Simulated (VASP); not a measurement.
KCl, 2 atoms in the cell. It takes space group I4/mmm (No. 139, tetragonal). Conventional cell: a = 4.447 Å, b = 4.447 Å, c = 6.574 Å, α = 90.00°, β = 90.00°, γ = 90.00°. K (site symmetry 4/mmm) has 6 Cl at 3.14 to 3.29 Å within 4.1 Å. Cl (site symmetry 4/mmm) has 6 K at 3.14 to 3.29 Å within 4.1 Å.  This cell differs from its parent crystal: uniaxial z strain +4.5%.

- Program: VASP 6.6.1
- Task: single point
- Functional: PBE
- Potentials or basis: VASP PAW PBE potentials, release 64 (K_sv, Cl)
- Cutoff: 520 eV
- k mesh: 8 × 8 × 8
- Occupations: fermi-dirac, width 0.02 eV
- Spin: no spin polarisation
- Dipole correction: no
- Further INCAR settings: ALGO = Normal; EDIFF = 1e-07; NBANDS = 15

Potentials or basis: VASP PAW PBE potentials, release 64 (K_sv, Cl).

Run with:

```console
$ cat potpaw_PBE.64/K_sv/POTCAR potpaw_PBE.64/Cl/POTCAR > POTCAR
$ mpirun -np 1 vasp_std > vasp.out
```

Hardware: 1 thread of Intel(R) Xeon(R) 6975P-C (Granite Rapids) (shared host).

Task: How long does it take, and how much memory?

Result: Run time: 27 s on 1 thread of Intel(R) Xeon(R) 6975P-C (Granite Rapids), on a shared host, peak memory 0.22 GiB. Counts: scf iterations 14, k points 59.
